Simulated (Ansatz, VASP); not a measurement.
# One calculation of TiAl3, two programs

```
Ti Al
1.0
    -1.90777    1.90777    4.27700
     1.90777   -1.90777    4.27700
     1.90777    1.90777   -4.27700
Ti Al
1 3
Cartesian
  0.0000 0.0000 0.0000
  0.0000 0.0000 4.2270
  0.0000 1.9078 2.1385
  1.9078 0.0000 2.1385
```

Alike in both runs: task single point; functional PBEsol; k mesh 18 × 18 × 18; occupations gaussian, width 0.15 eV; no spin polarisation.

```csv
,VASP,Ansatz
version,VASP 6.6.1,Ansatz 0.2.0
potentials or method,"VASP PAW PBE potentials, release 64 (Ti_sv, Al), cutoff 520 eV","scalar-relativistic, plane waves, PAW"
valence electrons in the cell,21,21
```

|  | VASP | Ansatz | Ansatz less VASP |
| --- | --- | --- | --- |
| gap on the k mesh at the Fermi level (eV) | none | none | - |
| pressure (GPa) | 0.1 | 0.0 | -0.10 |
| traceless stress, the component that is largest in VASP (GPa) | -0.08 | -0.06 | +0.019 |
| rms of the force components (eV/Å) | 0.076 | 0.076 | -0.0004 |

VASP's potentials were made for PBE, not for PBEsol. Atom by atom the forces differ by 0.000 eV/Å (rms over components). A gap of «none» marks a metal or a gap that the smearing closes.
